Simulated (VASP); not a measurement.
# Ge (P6_3/mmc) in VASP: notebook, part 2 of 2

VASP 6.6.1. Earlier steps stand in the parts before.

## (3) Single point, revPBE (volume scaled by 1.08)

File INCAR:

```
PREC     = Accurate       # precision mode
ENCUT    = 520            # plane-wave cutoff, eV
EDIFF    = 1E-7           # SCF threshold, eV
ISMEAR   = -1             # smearing method
SIGMA    = 0.1            # smearing width, eV
LREAL    = F              # projectors in reciprocal space
LASPH    = T              # aspherical terms in the spheres
NELM     = 80             # most SCF steps
ALGO     = Normal         # electronic algorithm
ISIF     = 2              # what is computed and relaxed
LWAVE    = F              # write WAVECAR
LCHARG   = F              # write CHGCAR
GGA      = RE             # functional
NBANDS   = 36             # bands
```

File KPOINTS:

```
Automatic mesh
0
Gamma
  16 16 5
```

File POSCAR:

```
Ge
1.0
    3.1156388923      0.0000000000      0.0000000000
   -1.5578194462      2.6982224298      0.0000000000
    0.0000000000      0.0000000000     10.2143837288
Ge
4
Direct
    1.0000000000      1.0000000000      0.0000000000
    1.0000000000      1.0000000000      0.5000000000
    0.3333333333      0.6666666667      0.2500000000
    0.6666666667      0.3333333333      0.7500000000
```

Potentials or basis: VASP PAW PBE potentials, release 64 (Ge_d).

Launch:

```console
$ cat potpaw_PBE.64/Ge_d/POTCAR > POTCAR
$ mpirun -np 1 vasp_std > vasp.out
```

OUTCAR:

```text
PREC = Accurate
   ENCUT = 520
   EDIFF = 1E-7
   ISMEAR = -1
   LREAL = F
   LASPH = T
   NELM = 80
   ISIF = 2
   GGA = RE

 ion  position               nearest neighbor table
   1  0.000  0.000  0.000-
   2  0.000  0.000  0.500-
   3  0.333  0.667  0.250-
   4  0.667  0.333  0.750-

  LATTYP: Found a hexagonal cell.
 ALAT       =     3.1156388923
 C/A-ratio  =     3.2784234893

  Lattice vectors:

 A1 = (   3.1156388923,   0.0000000000,   0.0000000000)
 A2 = (  -1.5578194462,   2.6982224298,   0.0000000000)
 A3 = (   0.0000000000,   0.0000000000,  10.2143837288)

Analysis of symmetry for initial positions (statically):
=====================================================================
 Subroutine PRICEL returns:
 Original cell was already a primitive cell.

 Routine SETGRP: Setting up the symmetry group for a
 hexagonal supercell.

 Subroutine GETGRP returns: Found 24 space group operations
[... 160 lines left out ...]

 number of electron      55.9999964 magnetization

 Free energy of the ion-electron system (eV)
  ---------------------------------------------------
  ext. energy  EPLUGINS =         0.00000000
  ---------------------------------------------------
  free energy    TOTEN  =       -15.46614607 eV

  energy without entropy =      -15.39337786  energy(sigma->0) =      -15.42976197

 E-fermi :   5.5788     XC(G=0): -10.5911

 val. band max:        5.5765276034   @ k =   0.3125   0.1250   0.0000
 cond. band min:       5.5847776470   @ k =   0.4375   0.0625   0.2000
 fundamental gap:      0.0082500436
 Fermi energy:         5.5788005900

 k-point     1 :       0.0000    0.0000    0.0000
  band No.  band energies     occupation
      1     -19.2029      2.00000
      2     -19.2023      2.00000
      3     -19.2002      2.00000
      4     -19.2002      2.00000
      5     -19.1961      2.00000
      6     -19.1961      2.00000
[... 925 lines left out ...]
     35       9.5104      0.00000
     36      10.0107      0.00000

 [... further k-points ...]
[... 5 lines left out ...]
  --------------------------------------------------------------------------------------
  -------------------------------------------------------------------------------------
  Total       -2.2544876     -2.2544876     -1.8320131      0.0000000     -0.0000000      0.0000000
  in kB      -42.0650488    -42.0650488    -34.1823660      0.0000000     -0.0000000      0.0000000
  external PRESSURE =     -39.4374878 kB  Pullay stress =       0.0000000 kB

 VOLUME and BASIS-vectors are now :
 -----------------------------------------------------------------------------
  energy-cutoff  :      520.00
  volume of cell :       85.87
      direct lattice vectors                 reciprocal lattice vectors
     3.115638892  0.000000000  0.000000000     0.320961458  0.185307184  0.000000000
    -1.557819446  2.698222430  0.000000000     0.000000000  0.370614368  0.000000000
     0.000000000  0.000000000 10.214383729     0.000000000  0.000000000  0.097901158

 POSITION                                       TOTAL-FORCE (eV/Angst)
 -----------------------------------------------------------------------------------
      0.00000      0.00000      0.00000        -0.000000     -0.000000     -0.000000
      0.00000      0.00000      5.10719        -0.000000     -0.000000     -0.000000
     -0.00000      1.79881      2.55360        -0.000000      0.000000      0.000000
      1.55782      0.89941      7.66079         0.000000     -0.000000     -0.000000
 -----------------------------------------------------------------------------------
    total drift:                               -0.000000      0.000000     -0.000000

  FREE ENERGIE OF THE ION-ELECTRON SYSTEM (eV)
  ---------------------------------------------------
  free  energy   TOTEN  =       -15.4661460695 eV

  energy  without entropy=      -15.3933778625  energy(sigma->0) =      -15.42976197
```

OSZICAR:

```text
N       E                     dE             d eps       ncg     rms          rms(c)
DAV:   1     0.476598750279E+03    0.47660E+03   -0.27761E+04  7452   0.432E+03
DAV:   2     0.655865392961E+02   -0.41101E+03   -0.40109E+03  6480   0.795E+02
DAV:   3    -0.110092413408E+02   -0.76596E+02   -0.75169E+02  7240   0.199E+02
DAV:   4    -0.154081023543E+02   -0.43989E+01   -0.43375E+01  7528   0.523E+01
DAV:   5    -0.155066208297E+02   -0.98518E-01   -0.98447E-01  6904   0.888E+00    0.200E+00
DAV:   6    -0.154783462887E+02    0.28275E-01   -0.55281E-02  8116   0.267E+00    0.107E+00
DAV:   7    -0.154663532478E+02    0.11993E-01   -0.30093E-02  7868   0.315E+00    0.131E-01
DAV:   8    -0.154660562118E+02    0.29704E-03   -0.42896E-03  7424   0.287E+00    0.640E-02
DAV:   9    -0.154661598127E+02   -0.10360E-03   -0.21417E-03  7712   0.563E-01    0.292E-02
DAV:  10    -0.154661552007E+02    0.46120E-05   -0.60787E-05  9440   0.170E-01    0.246E-02
DAV:  11    -0.154661469784E+02    0.82223E-05   -0.30074E-05  9628   0.371E-01    0.937E-03
DAV:  12    -0.154661442092E+02    0.27692E-05   -0.21415E-05  8004   0.327E-01    0.276E-03
DAV:  13    -0.154661457875E+02   -0.15783E-05   -0.17370E-05  8028   0.979E-02    0.118E-03
DAV:  14    -0.154661460548E+02   -0.26729E-06   -0.34709E-06  5664   0.242E-02    0.143E-03
DAV:  15    -0.154661460695E+02   -0.14654E-07   -0.71362E-07  5644   0.517E-02
   1 F= -.15466146E+02 E0= -.15429762E+02  d E =-.727682E-01
```

stdout:

```text
POSCAR found type information on POSCAR Ge
 POSCAR found :  1 types and       4 ions
 scaLAPACK will be used
 -----------------------------------------------------------------------------
|                                                                             |
|                                                                             |
|     You enforced a specific xc type in the INCAR file but a different       |
|     I HOPE YOU KNOW WHAT YOU ARE DOING!                                     |
|                                                                             |
 -----------------------------------------------------------------------------

 LDA part: xc-table for (Slater+PW92), standard interpolation
 POSCAR, INCAR and KPOINTS ok, starting setup
 FFT: planning ... GRIDC
 FFT: planning ... GRID_SOFT
 FFT: planning ... GRID
 WAVECAR not read
 entering main loop
```

Run time: 2.1 min. Hardware: 1 thread of Intel Xeon 6975P-C (Granite Rapids), shared host; peak memory 0.32 GiB.

What came out:

- Free energy: -15.4661 eV
- Pressure: -3.9 GPa
- Band gap on the k mesh: zero (band 28 reaches 11.66 eV, above the bottom of band 29 at 3.43 eV)

Stress tensor (GPa, compression positive):
```
-4.21  0.00  0.00
 0.00 -4.21  0.00
 0.00  0.00 -3.42
```

Caveat: the cell differs from its parent crystal (volume scaled by 1.08); the PAW data sets were made with another functional, which shifts forces and pressure a little.

## (4) Single point, revPBE (volume scaled by 1.12)

File INCAR:

```
  PREC = Accurate
  ENCUT = 520
  EDIFF = 1E-7
  ISMEAR = -1
  SIGMA = 0.1
  LREAL = False
  LASPH = True
  NELM = 60
  ALGO = Normal
  ISIF = 2
  LWAVE = False
  LCHARG = False
  GGA = RE
  NBANDS = 36
```

File KPOINTS:

```
regular mesh
0
Gamma
  16 16 5
```

File POSCAR:

```
Ge
1.0
    3.1536382336      0.0000000000      0.0000000000
   -1.5768191168      2.7311308246      0.0000000000
    0.0000000000      0.0000000000     10.3389616617
Ge
4
Direct
    1.0000000000      1.0000000000      0.0000000000
    1.0000000000      1.0000000000      0.5000000000
    0.3333333333      0.6666666667      0.2500000000
    0.6666666667      0.3333333333      0.7500000000
```

Launch:

```console
$ cat potpaw_PBE.64/Ge_d/POTCAR > POTCAR
$ mpirun -np 1 vasp_std > vasp.out
```

Wall time 2 min (1 thread of Intel Xeon 6975P-C (Granite Rapids), shared host); peak memory 0.33 GiB.

It converged, with:

* Free energy: -15.3759 eV
* Pressure: -5.3 GPa
* Band gap on the k mesh: zero (band 28 reaches 11.09 eV, above the bottom of band 29 at 3.19 eV)

Stress tensor (GPa, compression positive):
```
-5.56  0.00  0.00
 0.00 -5.56  0.00
 0.00  0.00 -4.82
```

Levels at points of the mesh, in eV from the Fermi level:
```
           k point  band 26  band 27  band 28  band 29  band 30  band 31
(0.00, 0.00, 0.00)     0.91     0.91     5.82     5.82     6.48     6.48
(0.50, 0.00, 0.00)    -4.09    -2.28    -1.77    -0.18     0.63     2.39
```

Caveat: the cell differs from its parent crystal (volume scaled by 1.12); the PAW data sets were made with another functional, which shifts forces and pressure a little.

## (5) Relaxation of cell and atoms, revPBE

This run uses another cell than the first one, of 19.24 Å³/atom, 1.008 times its volume.

File INCAR:

```
SYSTEM = Ge
PREC = Accurate ; ENCUT = 600
EDIFF = 1E-7 ; ISMEAR = -1
SIGMA = 0.1 ; LREAL = .False.
LASPH = .True. ; NELM = 100
ALGO = Normal ; ISIF = 3
LWAVE = .False. ; LCHARG = .False.
GGA = RE ; IBRION = 2
NSW = 80 ; EDIFFG = -0.01
```

File KPOINTS:

```
Automatic mesh
0
Gamma
  12 12 4
  0 0 0
```

File POSCAR:

```
Ge
1.0
    3.0076538696      0.0000000000      0.0000000000
   -1.5038269348      2.6047046568      0.0000000000
    0.0000000000      0.0000000000      9.8229975381
Ge
4
Direct
    0.0000000000      0.0000000000      0.0000000000
    0.0000000000      0.0000000000      0.5000000000
    0.3333333333      0.6666666667      0.2500000000
    0.6666666667      0.3333333333      0.7500000000
```

Potentials or basis: VASP PAW PBE potentials, release 64 (Ge_d).

Launch:

```console
$ cat potpaw_PBE.64/Ge_d/POTCAR > POTCAR
$ mpirun -np 1 vasp_std > vasp.out
```

OUTCAR:

```text
SYSTEM = Ge
   PREC = Accurate
   ENCUT = 600
   EDIFF = 1E-7
   ISMEAR = -1
   LREAL = .False.
   LASPH = .True.
   NELM = 100
   ISIF = 3
   GGA = RE
   IBRION = 2
   NSW = 80
   EDIFFG = -0.01

 ion  position               nearest neighbor table
   1  0.000  0.000  0.000-
   2  0.000  0.000  0.500-
   3  0.333  0.667  0.250-
   4  0.667  0.333  0.750-

  LATTYP: Found a hexagonal cell.
 ALAT       =     3.0076538696
 C/A-ratio  =     3.2660000000

  Lattice vectors:

 A1 = (   3.0076538696,   0.0000000000,   0.0000000000)
 A2 = (  -1.5038269348,   2.6047046568,   0.0000000000)
[... 408 lines left out ...]
--------------------------------------- Ionic step        7  -------------------------------------------

 number of electron      56.0000027 magnetization

 Free energy of the ion-electron system (eV)
  ---------------------------------------------------
  ext. energy  EPLUGINS =         0.00000000
  ---------------------------------------------------
  free energy    TOTEN  =       -15.53952000 eV

  energy without entropy =      -15.46541576  energy(sigma->0) =      -15.50246788

 E-fermi :   6.3198     XC(G=0): -10.9594

 val. band max:        6.2997864031   @ k =   0.3333   0.0833   0.2500
 cond. band min:       6.3728889641   @ k =   0.4167   0.1667   0.2500
 fundamental gap:      0.0731025609
 Fermi energy:         6.3197746165

 k-point     1 :       0.0000    0.0000    0.0000
  band No.  band energies     occupation
      1     -18.4491      2.00000
      2     -18.4482      2.00000
      3     -18.4450      2.00000
      4     -18.4450      2.00000
      5     -18.4435      2.00000
      6     -18.4435      2.00000
[... 853 lines left out ...]
     32      10.3041      0.00000
     33      10.6250      0.00000

 [... further k-points ...]
[... 5 lines left out ...]
  --------------------------------------------------------------------------------------
  -------------------------------------------------------------------------------------
  Total       -0.0199521     -0.0199521      0.0369139      0.0000000     -0.0000000      0.0000000
  in kB       -0.4016680     -0.4016680      0.7431368      0.0000000     -0.0000000      0.0000000
  external PRESSURE =      -0.0200664 kB  Pullay stress =       0.0000000 kB
[... 19 lines left out ...]
  FREE ENERGIE OF THE ION-ELECTRON SYSTEM (eV)
  ---------------------------------------------------
  free  energy   TOTEN  =       -15.5395199961 eV

  energy  without entropy=      -15.4654157629  energy(sigma->0) =      -15.50246788

 reached required accuracy - stopping structural energy minimisation
```

CONTCAR:

```text
Ge
   1.00000000000000
     3.0408717084975385    0.0000000000000000   -0.0000000000000000
    -1.5204358542487693    2.6334721491419635    0.0000000000000000
     0.0000000000000000    0.0000000000000000    9.9381410910811496
  Ge
     4
Direct
     0.0000000000000000    0.0000000000000000    1.0000000000000000
     0.0000000000000000    0.0000000000000000    0.5000000000000000
     0.3333333332999970    0.6666666667000030    0.2500000000000000
     0.6666666667000030    0.3333333332999970    0.7500000000000000

  0.00000000E+00  0.00000000E+00  0.00000000E+00
  0.00000000E+00  0.00000000E+00  0.00000000E+00
  0.00000000E+00  0.00000000E+00  0.00000000E+00
  0.00000000E+00  0.00000000E+00  0.00000000E+00
```

Run time: 6.2 min. Hardware: 1 thread of Intel Xeon 6975P-C (Granite Rapids), shared host; peak memory 0.31 GiB.

What came out:

| Property | Result |
| --- | --- |
| Free energy | -15.5395 eV |
| Relaxed volume | 19.90 Å³/atom |
| Relaxed cell | a = 3.041 Å, b = 3.041 Å, c = 9.938 Å, α = 90.00°, β = 90.00°, γ = 120.00° |
| Space group after relaxing (to 0.05 Å) | P6_3/mmc (No. 194) |
| Energy gained by relaxing | 4.2 meV/atom |
| Ionic steps | 7 |
| Pressure after relaxing | 0.0 GPa |
| Band gap on the k mesh | zero (band 28 reaches 12.90 eV, above the bottom of band 29 at 3.48 eV) |

Stress tensor (GPa, compression positive):
```
-0.04  0.00  0.00
 0.00 -0.04  0.00
 0.00  0.00  0.07
```

The path:
```csv
step,energy change (eV),largest force (eV/Å),pressure (GPa),volume (Å³)
1,0.0000,0.0000,2.12,76.95
2,-0.0168,0.0000,-0.23,79.82
3,-0.0169,0.0000,0.03,79.54
4,-0.0169,0.0000,0.07,79.59
5,-0.0169,0.0000,-0.06,79.71
6,-0.0169,0.0000,-0.05,79.65
7,-0.0170,0.0000,0.00,79.59
```

Final structure:
```
CELL_PARAMETERS angstrom
3.04087 0.00000 0.00000
-1.52044 2.63347 0.00000
0.00000 0.00000 9.93814
ATOMIC_POSITIONS crystal
Ge 0.00000 0.00000 0.00000
Ge 0.00000 0.00000 0.50000
Ge 0.33333 0.66667 0.25000
Ge 0.66667 0.33333 0.75000
```

Levels at points of the mesh, in eV from the Fermi level:
| k point | band 26 | band 27 | band 28 | band 29 | band 30 | band 31 |
| --- | --- | --- | --- | --- | --- | --- |
| (0.00, 0.00, 0.00) | 1.13 | 1.13 | 6.53 | 6.53 | 7.27 | 7.27 |
| (0.50, 0.00, 0.00) | -4.64 | -2.29 | -1.82 | -0.32 | 0.57 | 2.58 |
| (0.00, 0.00, 0.50) | -2.83 | 5.58 | 5.58 | 6.75 | 6.75 | 6.75 |
| (0.50, 0.00, 0.50) | -3.97 | -3.33 | -3.33 | 1.68 | 1.68 | 2.95 |

Caveat: the PAW data sets were made with another functional, which shifts forces and pressure a little.

## (6) Overview

| task | cell | k mesh | cutoff (eV) | gap on the mesh (eV) | pressure (GPa) |
| --- | --- | --- | --- | --- | --- |
| single point | a = 2.996, b = 2.996, c = 9.821 Å, angles 90.0, 90.0, 120.0°, 4 atoms | 16 × 16 × 5 | 520 | none | 2.9 |
| single point | a = 3.116, b = 3.116, c = 10.214 Å, angles 90.0, 90.0, 120.0°, 4 atoms | 16 × 16 × 5 | 520 | none | -3.9 |
| single point | a = 3.154, b = 3.154, c = 10.339 Å, angles 90.0, 90.0, 120.0°, 4 atoms | 16 × 16 × 5 | 520 | none | -5.3 |
| relaxation of cell and atoms | relaxed from a = 3.008, b = 3.008, c = 9.823 Å, angles 90.0, 90.0, 120.0°, 4 atoms | 12 × 12 × 4 | 600 | none | 0.0 |

Alike in all rows: level revPBE; potentials or basis VASP PAW PBE potentials, release 64 (Ge_d); no spin polarisation; smearing fermi-dirac 0.1 eV.

Caveats: the PAW data sets were made with another functional, which shifts forces and pressure a little.

Absolute energies hang on the potentials; compare differences alone.
